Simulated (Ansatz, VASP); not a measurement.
Si2Ni in VASP and in Ansatz

```
Si Ni
1.0
     0.00000    2.67495    2.67495
     2.67495    0.00000    2.67495
     2.67495    2.67495    0.00000
Si Ni
2 1
Cartesian
  1.3375 1.3375 1.3375
  4.0124 4.0124 4.0124
  0.0000 0.0000 0.0000
```

Alike in both runs: task single point; functional LDA; k mesh 12 × 12 × 12; occupations fermi-dirac, width 0.1 eV; no spin polarisation.

|  | VASP | Ansatz |
| --- | --- | --- |
| version | VASP 6.6.1 | Ansatz 0.2.0 |
| potentials or method | VASP PAW LDA potentials, release 64 (Si, Ni), cutoff 520 eV | all-electron LAPW, scalar-relativistic |

|  | VASP | Ansatz | Ansatz less VASP |
| --- | --- | --- | --- |
| pressure (GPa) | 0.1 | -0.1 | -0.16 |

LDA's correlation is that of Perdew and Zunger in VASP and of Perdew and Wang (1992) in Ansatz. Ansatz ran all-electron here, and VASP with PAW potentials. Ansatz's warnings: optics on partly filled bands.
